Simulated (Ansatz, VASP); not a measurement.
## Sr in VASP and in Ansatz

File INCAR:

```
SYSTEM = Sr
ALGO = Fast ; EDIFF = 1E-6
ENCUT = 520 ; GGA = PS
ISIF = 2 ; ISMEAR = 0
LASPH = .TRUE. ; LCHARG = .FALSE.
LREAL = .FALSE. ; LWAVE = .FALSE.
NBANDS = 17 ; NELM = 80
PREC = Accurate ; SIGMA = 0.15
```

The input KPOINTS:

```
k-points
0
G
  15 15 8
  0 0 0
```

The input POSCAR:

```
Sr
1.0
    4.2453502174      0.0000000000      0.0000000000
   -2.1226751087      3.6765811362      0.0000000000
    0.0000000000      0.0000000000      6.9442500000
Sr
2
Direct
    0.3333333333      0.6666666667      0.2500000000
    0.6666666667      0.3333333333      0.7500000000
```

Input for Ansatz:

```yaml
crystal:
  lattice:
    - [4.2453502174, 0.0, 0.0]
    - [-2.1226751087, 3.6765811362, 0.0]
    - [0.0, 0.0, 6.94425]
  atoms:
    - { symbol: Sr, position: [0.3333333333, 0.6666666667, 0.25] }
    - { symbol: Sr, position: [0.6666666667, 0.3333333333, 0.75] }
basis:
  ecutwfc: 420
kpoints:
  mp_grid: { grid: [15, 15, 8] }
hamiltonian:
  xc: pbesol
scf:
  occupations: { method: gaussian, width: 0.15 }
output:
  forces: true
  stress: true
  eigenvalues: true
```

Change from the starting cell: strain -0.015 along x and y, -0.015 along z, atoms carried along.

Alike in both runs: task single point; functional PBEsol; k mesh 15 × 15 × 8; occupations gaussian, width 0.15 eV; no spin polarisation.

|  | VASP | Ansatz |
| --- | --- | --- |
| version | VASP 6.6.1 | Ansatz 0.2.0 |
| potentials or method | VASP PAW PBE potentials, release 64 (Sr_sv), cutoff 520 eV | scalar-relativistic, plane waves, PAW |
| valence electrons in the cell | 20 | 20 |

```tsv
	VASP	Ansatz	Ansatz less VASP
gap on the k mesh at the Fermi level (eV)	none	none	-
pressure (GPa)	-0.4	-0.4	-0.01
```

VASP's potentials were made for PBE, not for PBEsol. A gap of «none» marks a metal or a gap that the smearing closes.
